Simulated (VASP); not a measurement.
Write the native input for VASP 6.6.1 that does the following.

* Task: single point
* Functional: r2SCAN
* Potentials or basis: VASP PAW PBE potentials, release 64 (B, N)
* Cutoff: 520 eV
* k mesh: 12 × 12 × 6
* Occupations: gaussian, width 0.05 eV
* Spin: no spin polarisation
* Dipole correction: no
* Further INCAR settings: ALGO = Normal; EDIFF = 1e-06; NBANDS = 16

BN:

```
CELL_PARAMETERS angstrom
2.55394 0.00000 0.00000
-1.27697 2.21178 0.00000
0.00000 0.00000 4.22685
ATOMIC_POSITIONS crystal
B 0.66667 0.33333 0.99972
B 0.33333 0.66667 0.49972
N 0.66667 0.33333 0.57204
N 0.33333 0.66667 0.07204
```

This cell differs from its parent crystal: all N atoms moved -0.225 Å, as atom 3 along Cartesian [0 0 1].

These files were run (other wordings do the same):

POSCAR

```
BN
1.0
    2.5539396017      0.0000000000      0.0000000000
   -1.2769698009      2.2117765748      0.0000000000
    0.0000000000      0.0000000000      4.2268550000
B N
2 2
Direct
    0.6666666667      0.3333333333      0.9997240000
    0.3333333333      0.6666666667      0.4997240000
    0.6666666667      0.3333333333      0.5720449334
    0.3333333333      0.6666666667      0.0720449334
```

INCAR.step1

```
SYSTEM = BN
PREC = Accurate
ENCUT = 520
ISMEAR = 0
SIGMA = 0.05
LREAL = .FALSE.
LASPH = .TRUE.
NELM = 60
NBANDS = 16
GGA = PE
ALGO = Normal
EDIFF = 1E-4
LWAVE = .TRUE.
LCHARG = .FALSE.
```

INCAR.step2

```
SYSTEM = BN
PREC = Accurate
ENCUT = 520
EDIFF = 1E-6
ISMEAR = 0
SIGMA = 0.05
LREAL = .FALSE.
LASPH = .TRUE.
NELM = 60
ALGO = Normal
ISIF = 2
LWAVE = .FALSE.
LCHARG = .FALSE.
METAGGA = R2SCAN
LMIXTAU = .TRUE.
NBANDS = 16
ISTART = 1
```

KPOINTS

```
Automatic mesh
0
G
  12 12 6
  0 0 0
```

Potentials or basis: VASP PAW PBE potentials, release 64 (B, N).

Command:

```sh
$ cat potpaw_PBE.64/B/POTCAR potpaw_PBE.64/N/POTCAR > POTCAR
$ cp INCAR.step1 INCAR
$ mpirun -np 1 vasp_std > vasp.out
$ cp INCAR.step2 INCAR
$ mpirun -np 1 vasp_std > vasp.out
```

It gave:

```
Pressure               : 7.9 GPa
Largest force          : 2.578 eV/Å
Band gap on the k mesh : 5.02 eV, indirect (least direct gap 7.40 eV)
```

Caveat: the cell differs from its parent crystal (all N atoms moved -0.225 Å, as atom 3 along Cartesian [0 0 1]); the PAW data sets were made with another functional, which shifts forces and pressure a little.

It took 93 s on 1 thread of AMD EPYC 7R43 64-Core Processor (Zen 3), with other jobs on the host, peak memory 0.11 GiB.
